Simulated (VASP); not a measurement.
Crystal: O.

```
O
1.0
     0.00000    2.10755    3.34485
     1.47835    0.00000    3.34485
     1.47835    2.10755    0.00000
O
2
Direct
  0.08710 0.08710 0.91290
  0.91290 0.91290 0.08710
```

| Property | Result |
| --- | --- |
| Program | VASP 6.6.1 |
| Task | relaxation of cell and atoms |
| Functional | PBE |
| Dispersion | D3(BJ) |
| Potentials or basis | VASP PAW PBE potentials, release 64 (O) |
| Cutoff | 600 eV |
| k mesh | 8 × 8 × 8 |
| Occupations | gaussian, width 0.1 eV |
| Spin | no spin polarisation |

At the start: pressure 16.8 GPa; volume 10.42 Å³/atom.

Problem. How do energy, volume and symmetry change on relaxing?

Solution. Over 38 steps the energy falls by 161.7 meV/atom and the volume is 11.40 Å³/atom (+9.4 %); space group Fmmm (No. 69, to 0.05 Å).

Step by step:
```csv
step,energy change (eV),largest force (eV/Å),pressure (GPa),volume (Å³)
1,0.0000,5.7056,16.78,20.84
2,4.4622,2.7869,-27.14,24.02
3,2.8416,7.0285,-29.17,22.82
4,0.7433,7.3319,-24.85,21.71
5,0.0466,4.7418,-14.78,21.23
6,-0.0983,3.0373,-9.00,21.06
7,-0.1508,1.5854,-4.26,20.95
8,-0.1616,0.7408,-1.62,20.90
9,-0.1627,0.3845,-0.52,20.88
10,-0.1627,0.3499,-0.39,20.87
11,-0.1994,0.3919,-0.84,20.84
12,-0.2722,0.2782,0.07,20.64
13,-0.2040,0.9013,11.54,19.91
14,-0.2844,0.5532,3.90,20.47
15,-0.2374,2.5397,-5.58,20.85
16,-0.2878,0.1789,1.71,20.55
17,-0.2878,0.1504,1.77,20.55
18,-0.2908,0.1737,1.32,20.75
19,-0.2974,0.2292,0.12,21.38
20,-0.3012,0.2828,-1.69,22.68
21,-0.3007,0.4976,0.34,22.82
22,-0.3020,0.0591,-0.81,22.74
23,-0.3030,0.0481,-0.72,22.72
24,-0.3058,0.0174,-0.54,22.64
25,-0.3100,0.0411,-0.21,22.48
26,-0.3115,0.1543,0.71,22.14
27,-0.3122,0.1126,0.34,22.26
28,-0.3128,0.2797,1.57,22.24
29,-0.3128,0.1760,1.26,22.24
30,-0.3138,0.1752,1.21,22.27
31,-0.3165,0.1719,1.08,22.37
32,-0.3202,0.1657,0.81,22.54
33,-0.3206,0.1554,0.20,22.82
34,-0.3216,0.1597,0.51,22.71
35,-0.3188,0.6562,-1.88,22.77
36,-0.3218,0.0149,-0.02,22.72
37,-0.3224,0.0062,-0.11,22.74
38,-0.3234,0.0276,-0.40,22.80
```

Final structure:
```
O
1.0
     0.00000    1.75055    3.96712
     1.64134    0.00000    3.96712
     1.64134    1.75055    0.00000
O
2
Direct
  0.07744 0.07744 0.92256
  0.92256 0.92256 0.07744
```

Caveat: the standard files for N, O and F lose accuracy on very short bonds; spin is off for a triplet molecule; pairwise dispersion overbinds metals, which lowers pressure and volume; the relaxation stopped at a loose force limit of 0.05 eV/Å, so its end isn't a converged minimum.
